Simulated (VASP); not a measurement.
Mg: single point with r2SCAN

Crystal: Mg.

```
Mg
1.0
    -1.77895    1.77895    1.77895
     1.77895   -1.77895    1.77895
     1.77895    1.77895   -1.77895
Mg
1
Direct
  0.00000 0.00000 0.00000
```

```yaml
Program: VASP 6.6.1
Task: single point
Functional: r2SCAN
Potentials_or_basis: VASP PAW PBE potentials, release 64 (Mg)
Cutoff: 520 eV
k_mesh: 18 × 18 × 18
Occupations: fermi-dirac, width 0.08 eV
Spin: no spin polarisation
```

```json
{"Pressure": "-0.3 GPa", "Band gap on the k mesh": "zero (band 1 reaches 6.93 eV, above the bottom of band 2 at 1.91 eV)"}
```

Levels at points of the mesh, in eV from the Fermi level:
```tsv
k point	band 1	band 2	band 3	band 4	band 5	band 6
(0.00, 0.00, 0.00)	-7.51	14.02	14.02	14.02	16.19	16.19
(0.50, 0.00, 0.00)	-1.73	-0.88	9.21	10.22	11.02	12.61
(0.50, 0.50, 0.50)	4.14	4.14	4.17	4.17	4.17	8.76
```

Wall time 24 s on 1 thread of Intel(R) Xeon(R) 6975P-C (Granite Rapids), on a shared host, peak memory 0.16 GiB.

Caveat: the PAW data sets were made with another functional, which shifts forces and pressure a little.
